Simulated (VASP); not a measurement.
Wanted: the native input for a VASP 6.6.1 run.

- Task: single point
- Functional: r2SCAN
- Potentials or basis: VASP PAW PBE potentials, release 64 (Sn_d, O)
- Cutoff: 520 eV
- k mesh: 6 × 6 × 8
- Occupations: gaussian, width 0.05 eV
- Spin: no spin polarisation
- Dipole correction: no
- Further INCAR settings: ALGO = Normal; EDIFF = 1e-06; NBANDS = 35

SnO2:

```
Sn O
1.0
     4.83122    0.00000    0.00000
     0.00000    4.83146    0.00000
     0.00000    0.00000    3.10469
Sn O
2 4
Direct
  0.50000 0.50000 0.50000
  0.00000 0.00000 0.00000
  0.30586 0.30596 0.00000
  0.80586 0.19404 0.50000
  0.19414 0.80596 0.50000
  0.69414 0.69404 0.00000
```

This cell differs from its parent crystal: strain +0.015 along x and y, -0.030 along z.

These files were run (other wordings do the same):

POSCAR

```
SnO2
1.0
    4.8312153838      0.0000000000      0.0000000000
    0.0000000000      4.8314584775      0.0000000000
    0.0000000000      0.0000000000      3.1046894355
Sn O
2 4
Direct
    0.5000000000      0.5000000000      0.5000000000
    0.0000000000      0.0000000000      0.0000000000
    0.3058623571      0.3059582263      0.0000000000
    0.8058623571      0.1940417737      0.5000000000
    0.1941376429      0.8059582263      0.5000000000
    0.6941376429      0.6940417737      0.0000000000
```

INCAR.step1

```
SYSTEM = SnO2
PREC = Accurate ; ENCUT = 520
ISMEAR = 0 ; SIGMA = 0.05
LREAL = .False. ; LASPH = .True.
NELM = 100 ; NBANDS = 35
GGA = PE ; ALGO = Normal
EDIFF = 1E-4 ; LWAVE = .True.
LCHARG = .False.
```

INCAR.step2

```
SYSTEM = SnO2
PREC = Accurate ; ENCUT = 520
EDIFF = 1E-6 ; ISMEAR = 0
SIGMA = 0.05 ; LREAL = .False.
LASPH = .True. ; NELM = 100
ALGO = Normal ; ISIF = 2
LWAVE = .False. ; LCHARG = .False.
METAGGA = R2SCAN ; LMIXTAU = .True.
NBANDS = 35 ; ISTART = 1
```

KPOINTS

```
regular mesh
0
Gamma
  6 6 8
  0 0 0
```

Potentials or basis: VASP PAW PBE potentials, release 64 (Sn_d, O).

Launch:

```sh
$ cat potpaw_PBE.64/Sn_d/POTCAR potpaw_PBE.64/O/POTCAR > POTCAR
$ cp INCAR.step1 INCAR
$ mpirun -np 1 vasp_std > vasp.out
$ cp INCAR.step2 INCAR
$ mpirun -np 1 vasp_std > vasp.out
```

It gave:

- Pressure: 3.4 GPa
- Largest force: 0.195 eV/Å
- Band gap on the k mesh: 1.96 eV, direct

Caveat: the cell differs from its parent crystal (strain +0.015 along x and y, -0.030 along z); the PAW data sets were made with another functional, which shifts forces and pressure a little; spin-orbit coupling is left out, which moves the levels of the heavy elements.

Run time: 13 min on 1 thread of Oxide Virtual Turin-like Processor, with other jobs on the host, peak memory 0.25 GiB.
